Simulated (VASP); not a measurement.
Input of a VASP 6.6.1 run:

INCAR

```
PREC = Accurate ; ENCUT = 520
EDIFF = 1E-6 ; ISMEAR = 0
SIGMA = 0.1 ; LREAL = F
LASPH = T ; NELM = 100
ALGO = Normal ; ISIF = 2
LWAVE = F ; LCHARG = F
GGA = PE ; NBANDS = 21
```

The input KPOINTS:

```
Automatic mesh
0
Gamma
  10 8 8
```

The input POSCAR:

```
Al3SiNO
1.0
    3.5606890287      0.0000000000      0.0286826384
    0.0000000000      4.8660818406      0.0000000000
   -0.5570006797      0.0000000000      5.1033863222
Al Si N O
3 1 1 1
Direct
    0.8805765204      0.0000000000      0.7485724287
    0.1194234796      0.0000000000      0.2514275713
    0.0000000000      0.5000000000      0.5000000000
    0.0000000000      0.5000000000      0.0000000000
    0.5000000000      0.5000000000      0.0000000000
    0.5000000000      0.0000000000      0.5000000000
```

Potentials or basis: VASP PAW PBE potentials, release 64 (Al, Si, N, O).

The run is started by

```console
$ cat potpaw_PBE.64/Al/POTCAR potpaw_PBE.64/Si/POTCAR potpaw_PBE.64/N/POTCAR potpaw_PBE.64/O/POTCAR > POTCAR
$ mpirun -np 1 vasp_std > vasp.out
```

Question: Estimate the band gap on the k mesh.

Answer: Zero (bands 12 and 13 overlap by 1.49 eV).

Question: What does it give for the largest force?

Answer: 0.024 eV/Å.

Question: What does it give for the pressure?

Answer: -0.1 GPa.

Forces in eV/Å, atoms in the order of the input:
```
Al   0.015  0.000  0.019
Al  -0.015  0.000 -0.019
Al   0.000  0.000  0.000
Si   0.000  0.000  0.000
N    0.000  0.000  0.000
O    0.000  0.000  0.000
```
